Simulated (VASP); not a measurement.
# Ir (P6_3/mmc) in VASP: notebook

Runs on Ir. Level: PBE. Tasks: relaxation of cell and atoms.

Everything below comes from runs of VASP 6.6.1. Logs are shortened: lines on timing, memory, paths and dates and some standing lists are left out, and cuts for length are marked.

### 1 The cell of the first run

Symmetry: P6_3/mmc, No. 194, hexagonal system. Conventional cell: a = 2.710 Å, b = 2.710 Å, c = 4.425 Å, α = 90.00°, β = 90.00°, γ = 120.00°. Within 3.6 Å of Ir (site symmetry -6m2) lie 12 Ir at 2.71 Å.

### 2 Relaxation of cell and atoms, PBE

File INCAR:

```
PREC = Accurate
ENCUT = 600
EDIFF = 1E-6
ISMEAR = -1
SIGMA = 0.05
LREAL = False
LASPH = True
NELM = 100
ALGO = Normal
ISIF = 3
LWAVE = False
LCHARG = False
GGA = PE
IBRION = 2
NSW = 80
EDIFFG = -0.02
```

File KPOINTS:

```
Automatic mesh
0
Gamma
  9 9 5
```

File POSCAR:

```
Ir
1.0
    2.7100000000      0.0000000000      0.0000000000
   -1.3550000000      2.3469288443      0.0000000000
    0.0000000000      0.0000000000      4.4254300000
Ir
2
Direct
    0.3333333333      0.6666666667      0.2500000000
    0.6666666667      0.3333333333      0.7500000000
```

Potentials or basis: VASP PAW PBE potentials, release 64 (Ir).

Run with:

```
$ cat potpaw_PBE.64/Ir/POTCAR > POTCAR
$ mpirun -np 1 vasp_std > vasp.out
```

OUTCAR:

```text
PREC = Accurate
   ENCUT = 600
   EDIFF = 1E-6
   ISMEAR = -1
   LREAL = False
   LASPH = True
   NELM = 100
   ISIF = 3
   GGA = PE
   IBRION = 2
   NSW = 80
   EDIFFG = -0.02

 ion  position               nearest neighbor table
   1  0.333  0.667  0.250-   2 2.71   2 2.71   2 2.71   2 2.71   2 2.71   2 2.71
   2  0.667  0.333  0.750-   1 2.71   1 2.71   1 2.71   1 2.71   1 2.71   1 2.71

  LATTYP: Found a hexagonal cell.
 ALAT       =     2.7100000000
 C/A-ratio  =     1.6330000000

  Lattice vectors:

 A1 = (   2.7100000000,   0.0000000000,   0.0000000000)
 A2 = (  -1.3550000000,   2.3469288443,   0.0000000000)
 A3 = (   0.0000000000,   0.0000000000,   4.4254300000)

Analysis of symmetry for initial positions (statically):
=====================================================================
 Subroutine PRICEL returns:
 Original cell was already a primitive cell.

 Routine SETGRP: Setting up the symmetry group for a
 hexagonal supercell.

 Subroutine GETGRP returns: Found 24 space group operations
 (whereof 12 operations were pure point group operations)
 out of a pool of 24 trial point group operations.

The static configuration has the point symmetry D_3d.
 The point group associated with its full space group is D_6h.

Analysis of symmetry for dynamics (positions and initial velocities):
=====================================================================
 Subroutine PRICEL returns:
 Original cell was already a primitive cell.

 Routine SETGRP: Setting up the symmetry group for a
 hexagonal supercell.

 Subroutine GETGRP returns: Found 24 space group operations
 (whereof 12 operations were pure point group operations)
 out of a pool of 24 trial point group operations.

The dynamic configuration has the point symmetry D_3d.
 The point group associated with its full space group is D_6h.

 Subroutine INISYM returns: Found 24 space group operations
 (whereof 12 operations are pure point group operations),
 and found     1 'primitive' translations

----------------------------------------------------------------------------------------

                                     Primitive cell

  volume of cell :      28.1465

  direct lattice vectors                    reciprocal lattice vectors
     2.710000000  0.000000000  0.000000000     0.369003690  0.213044380  0.000000000
    -1.355000000  2.346928844  0.000000000     0.000000000  0.426088760  0.000000000
     0.000000000  0.000000000  4.425430000     0.000000000  0.000000000  0.225966742

  length of vectors
     2.710000000  2.710000000  4.425430000     0.426088760  0.426088760  0.225966742

  position of ions in fractional coordinates (direct lattice)
     0.333333333  0.666666667  0.250000000
     0.666666667  0.333333333  0.750000000

  ion indices of the primitive-cell ions
   primitive index   ion index
                 1           1
                 2           2

----------------------------------------------------------------------------------------

 KPOINTS: Automatic mesh

Automatic generation of k-mesh.
 Grid dimensions read from file:
 generate k-points for:    9    9    5

 Generating k-lattice:

  Cartesian coordinates                     Fractional coordinates (reciprocal lattice)
     0.041000410  0.023671598  0.000000000     0.111111111 -0.000000000  0.000000000
     0.000000000  0.047343196  0.000000000     0.000000000  0.111111111  0.000000000
     0.000000000  0.000000000  0.045193348     0.000000000  0.000000000  0.200000000

  Length of vectors
     0.047343196  0.047343196  0.045193348

  Shift w.r.t. Gamma in fractional coordinates (k-lattice)
     0.000000000  0.000000000  0.000000000

 Subroutine IBZKPT returns following result:
 ===========================================

 Found     36 irreducible k-points:

 Following reciprocal coordinates:
            Coordinates               Weight
  0.000000  0.000000  0.000000      1.000000
  0.111111 -0.000000  0.000000      6.000000
  0.222222  0.000000  0.000000      6.000000
  0.333333 -0.000000  0.000000      6.000000
  0.444444  0.000000  0.000000      6.000000
  0.111111  0.111111  0.000000      6.000000
[... 16 lines left out ...]
  0.333333  0.222222  0.200000     24.000000
  0.333333  0.333333  0.200000      4.000000
 [... further k-points ...]
   k-points           NKPTS =     36   k-points in BZ     NKDIM =     36   number of bands    NBANDS=     13
   number of dos      NEDOS =    301   number of ions     NIONS =      2
   total plane-waves  NPLWV =  20736
   dimension x,y,z NGX =    24 NGY =   24 NGZ =   36
   dimension x,y,z NGXF=    48 NGYF=   48 NGZF=   72
   ions per type =               2
   NGX,Y,Z   is equivalent  to a cutoff of  14.72, 14.72, 13.52 a.u.
   NGXF,Y,Z  is equivalent  to a cutoff of  29.45, 29.45, 27.05 a.u.
 SYSTEM =  unknown system
   PREC   = accura    normal or accurate (medium, high low for compatibility)
   ISTART =      0    job   : 0-new  1-cont  2-samecut
   ICHARG =      2    charge: 1-file 2-atom 10-const
   ISPIN  =      1    spin polarized calculation?
   LNONCOLLINEAR =      F non collinear calculations
   LSORBIT =      F    spin-orbit coupling
   LASPH  =      T    aspherical Exc in radial PAW
   ENCUT  =  600.0 eV  44.10 Ry    6.64 a.u.   5.41  5.41  8.84*2*pi/ulx,y,z
   NELM   =    100;   NELMIN=  2; NELMDL= -5     # of ELM steps
   EDIFF  = 0.1E-05   stopping-criterion for ELM
   LREAL  =      F    real-space projection
   EDIFFG = -.2E-01   stopping-criterion for IOM
   NSW    =     80    number of steps for IOM
   IBRION =      2    ionic relax: 0-MD 1-quasi-New 2-CG
   NFREE  =      1    steps in history (QN), initial steepest desc. (CG)
   ISIF   =      3    stress and relaxation
   ISYM   =      2    0-nonsym 1-usesym 2-fastsym
   POTIM  = 0.5000    time-step for ionic-motion
   TEBEG  =    0.0;   TEEND  =   0.0 temperature during run
   PSTRESS=    0.0 pullay stress
   NELECT =      18.0000    total number of electrons
   NUPDOWN=      -1.0000    fix difference up-down
   EMIN   =  10.00;   EMAX   =-10.00  energy-range for DOS
   EFERMI =   0.00;   METHOD = LEGACY
   ISMEAR =    -1;   SIGMA  =   0.05  broadening in eV -4-tet -1-fermi 0-gaus
   EFERMI_NEDOS =   21; number of points for ismear=-14 and -15
   IALGO  =     38    algorithm
   IMIX   =      4    mixing-type and parameters
     AMIX     =   0.40;   BMIX     =  1.00
     AMIX_MAG =   1.60;   BMIX_MAG =  1.00
  volume/ion in A,a.u.               =      14.07        94.97
  Fermi-wavevector in a.u.,A,eV,Ry     =   1.410449  2.665362 27.066979  1.989367
  Thomas-Fermi vector in A             =   2.532402
   LORBIT       =      0    0 simple, 1 ext, 2 COOP (PROOUT), +10 PAW based schemes
   GGA     = PE    functional components
   LHFCALC =     F    Hartree Fock is set to
   AEXX    =    0.0000 exact exchange contribution
   IVDW    =     0    specifies the selected vdW correction
   LEPSILON=     F    determine dielectric tensor
   LRPA    =     F    only Hartree local field effects (RPA)
 conjugate gradient relaxation of ions
 non-spin polarized calculation
  energy-cutoff  :      600.00
  volume of cell :       28.15
 maximum number of plane-waves:       966
 NGX is ok and might be reduce to    24
   NGX = 11   NGY = 11   NGZ = 17

--------------------------------------- Ionic step        1  -------------------------------------------

 number of electron      18.0000001 magnetization

 Free energy of the ion-electron system (eV)
  ---------------------------------------------------
  ext. energy  EPLUGINS =         0.00000000
  ---------------------------------------------------
  free energy    TOTEN  =       -17.51128482 eV

  energy without entropy =      -17.49138951  energy(sigma->0) =      -17.50133717

 E-fermi :  10.5386     XC(G=0): -14.0204

 val. band max:       10.5325181734   @ k =   0.3333   0.3333   0.0000
 cond. band min:      10.5844150917   @ k =   0.3333   0.1111   0.2000
 fundamental gap:      0.0518969184
 Fermi energy:        10.5386176490

 k-point     1 :       0.0000    0.0000    0.0000
  band No.  band energies     occupation
      1      -0.6785      2.00000
      2       2.3499      2.00000
      3       6.5431      2.00000
      4       6.7442      2.00000
      5       6.7442      2.00000
      6       7.3950      2.00000
      7       7.3950      2.00000
      8       8.2551      2.00000
      9       8.2551      2.00000
     10       9.6987      2.00000
     11      10.8851      0.00195
     12      10.8851      0.00195
     13      17.6494      0.00000
[... 353 lines left out ...]
 k-point    24 :       0.3333    0.3333    0.2000
  band No.  band energies     occupation
      1       3.9981      2.00000
      2       4.5397      2.00000
      3       4.5397      2.00000
      4       5.4659      2.00000
      5       6.3455      2.00000
      6       6.3455      2.00000
      7       8.0577      2.00000
      8       9.9527      1.99998
      9      10.7095      0.06345
     10      10.7095      0.06345
     11      15.6958      0.00000
     12      15.6958      0.00000
     13      17.8046      0.00000

 [... further k-points ...]
[... 5 lines left out ...]
  --------------------------------------------------------------------------------------
  -------------------------------------------------------------------------------------
  Total        2.5914808      2.5914808      1.9753801      0.0000000     -0.0000000      0.0000000
  in kB      147.5142195    147.5142195    112.4440729      0.0000000     -0.0000000      0.0000000
  external PRESSURE =     135.8241707 kB  Pullay stress =       0.0000000 kB
[... 273 lines left out ...]
  energy  without entropy=      -17.5338857373  energy(sigma->0) =      -17.54410932

--------------------------------------- Ionic step        9  -------------------------------------------

 number of electron      17.9999999 magnetization

 Free energy of the ion-electron system (eV)
  ---------------------------------------------------
  ext. energy  EPLUGINS =         0.00000000
  ---------------------------------------------------
  free energy    TOTEN  =       -17.55442869 eV

  energy without entropy =      -17.53402933  energy(sigma->0) =      -17.54422901

 E-fermi :   9.9340     XC(G=0): -13.8080

 val. band max:        9.8944480759   @ k =   0.4444   0.1111   0.2000
 cond. band min:       9.9434725335   @ k =   0.3333   0.3333   0.0000
 fundamental gap:      0.0490244576
 Fermi energy:         9.9340333574

 k-point     1 :       0.0000    0.0000    0.0000
  band No.  band energies     occupation
      1      -0.9091      2.00000
      2       2.1265      2.00000
      3       6.2080      2.00000
      4       6.3305      2.00000
      5       6.3305      2.00000
      6       6.9581      2.00000
      7       6.9581      2.00000
      8       7.7043      2.00000
      9       7.7043      2.00000
     10       9.2498      2.00000
     11      10.2448      0.00399
     12      10.2448      0.00399
     13      16.7913      0.00000
[... 353 lines left out ...]
 k-point    24 :       0.3333    0.3333    0.2000
  band No.  band energies     occupation
      1       3.7194      2.00000
      2       4.1961      2.00000
      3       4.1961      2.00000
      4       5.1030      2.00000
      5       5.9509      2.00000
      6       5.9509      2.00000
      7       7.6053      2.00000
      8       9.4147      1.99994
      9      10.0950      0.07690
     10      10.0950      0.07690
     11      14.8503      0.00000
     12      14.8503      0.00000
     13      16.9148      0.00000

 [... further k-points ...]
[... 5 lines left out ...]
  --------------------------------------------------------------------------------------
  -------------------------------------------------------------------------------------
  Total        0.0032420      0.0032420      0.0032684     -0.0000000      0.0000000      0.0000000
  in kB        0.1780624      0.1780624      0.1795159     -0.0000000      0.0000000      0.0000000
  external PRESSURE =       0.1785469 kB  Pullay stress =       0.0000000 kB
[... 17 lines left out ...]
  FREE ENERGIE OF THE ION-ELECTRON SYSTEM (eV)
  ---------------------------------------------------
  free  energy   TOTEN  =       -17.5544286919 eV

  energy  without entropy=      -17.5340293268  energy(sigma->0) =      -17.54422901

 reached required accuracy - stopping structural energy minimisation
```

Run time: 31 s. Hardware: 1 thread of Intel Xeon 6975P-C (Granite Rapids), shared host; peak memory 0.16 GiB.

Results:

- Free energy: -17.5544 eV
- Relaxed volume: 14.59 Å³/atom
- Relaxed cell: a = 2.749 Å, b = 2.749 Å, c = 4.458 Å, α = 90.00°, β = 90.00°, γ = 120.00°
- Space group after relaxing (to 0.05 Å): P6_3/mmc (No. 194)
- Energy gained by relaxing: 21.6 meV/atom
- Ionic steps: 9
- Pressure after relaxing: 0.0 GPa
- Band gap on the k mesh: zero (band 9 reaches 10.87 eV, above the bottom of band 10 at 7.93 eV)

Step by step:
```csv
step,energy change (eV),largest force (eV/Å),pressure (GPa),volume (Å³)
1,0.0000,0.0000,13.58,28.15
2,0.4348,0.0000,-32.28,33.29
3,-0.0425,0.0000,-0.88,29.24
4,-0.0427,0.0000,-0.14,29.18
5,-0.0427,0.0000,0.10,29.16
6,-0.0429,0.0000,0.32,29.15
7,-0.0431,0.0000,0.23,29.15
8,-0.0430,0.0000,-0.58,29.22
9,-0.0431,0.0000,0.02,29.17
```

Final structure:
```yaml
crystal:
  lattice:
    - [2.74887, 0.00000, 0.00000]
    - [-1.37444, 2.38059, 0.00000]
    - [0.00000, 0.00000, 4.45765]
  atoms:
    - { symbol: Ir, position: [0.33333, 0.66667, 0.25000] }
    - { symbol: Ir, position: [0.66667, 0.33333, 0.75000] }
```

Levels at points of the mesh, in eV from the Fermi level:
| k point | band 5 | band 6 | band 7 | band 8 | band 9 | band 10 | band 11 | band 12 | band 13 |
| --- | --- | --- | --- | --- | --- | --- | --- | --- | --- |
| (0.00, 0.00, 0.00) | -3.60 | -2.98 | -2.98 | -2.23 | -2.23 | -0.68 | 0.31 | 0.31 | 6.86 |

Caveat: spin-orbit coupling is left out, which moves the levels of the heavy elements.

### 3 Relaxation of cell and atoms, PBE, target pressure 20 GPa, at which the enthalpy is minimised

File INCAR:

```
ALGO = Normal ; EDIFF = 1E-6
EDIFFG = -0.02 ; ENCUT = 600
GGA = PE ; IBRION = 2
ISIF = 3 ; ISMEAR = -1
LASPH = T ; LCHARG = F
LREAL = F ; LWAVE = F
NELM = 100 ; NSW = 80
PREC = Accurate ; PSTRESS = 200.0
SIGMA = 0.05
```

File KPOINTS:

```
k-points
0
Gamma
  9 9 5
```

POSCAR is that of step 2.

Potentials or basis: VASP PAW PBE potentials, release 64 (Ir).

Run with:

```
$ cat potpaw_PBE.64/Ir/POTCAR > POTCAR
$ mpirun -np 1 vasp_std > vasp.out
```

Wall time 24 s (1 thread of Intel Xeon 6975P-C (Granite Rapids), shared host); peak memory 0.17 GiB.

Results (log left out):

- Free energy: -17.4680 eV
- Relaxed volume: 13.86 Å³/atom
- Relaxed cell: a = 2.702 Å, b = 2.702 Å, c = 4.385 Å, α = 90.00°, β = 90.00°, γ = 120.00°
- Space group after relaxing (to 0.05 Å): P6_3/mmc (No. 194)
- Energy change on relaxing (the enthalpy is what falls): +21.7 meV/atom
- Ionic steps: 7
- Pressure after relaxing: 20.1 GPa
- Band gap on the k mesh: zero (band 9 reaches 11.86 eV, above the bottom of band 10 at 8.65 eV)

The path:
```
step  energy change (eV)  largest force (eV/Å)  pressure (GPa)  volume (Å³)
   1              0.0000                0.0000           13.58        28.15
   2              0.4628                0.0000           55.73        25.91
   3              0.0427                0.0000           20.00        27.73
   4              0.0443                0.0000           20.21        27.72
   5              0.0454                0.0000           20.36        27.71
   6              0.0418                0.0000           19.94        27.74
   7              0.0433                0.0000           20.14        27.72
```

Final structure:
```cif
data_structure
_symmetry_space_group_name_H-M 'P 1'
_symmetry_Int_Tables_number 1
_cell_length_a 2.7019
_cell_length_b 2.7019
_cell_length_c 4.3849
_cell_angle_alpha 90.000
_cell_angle_beta 90.000
_cell_angle_gamma 120.000
_cell_volume 27.72
loop_
_atom_site_label
_atom_site_type_symbol
_atom_site_fract_x
_atom_site_fract_y
_atom_site_fract_z
_atom_site_occupancy
Ir1 Ir 0.33333 0.66667 0.25000 1
Ir2 Ir 0.66667 0.33333 0.75000 1
```

Levels at points of the mesh, in eV from the Fermi level:
```tsv
k point	band 7	band 8	band 9	band 10	band 11	band 12
(0.00, 0.00, 0.00)	-3.22	-2.41	-2.41	-0.83	0.34	0.34
```

Caveat: the cell is relaxed towards a set pressure, so the enthalpy falls and the energy may rise; spin-orbit coupling is left out, which moves the levels of the heavy elements.
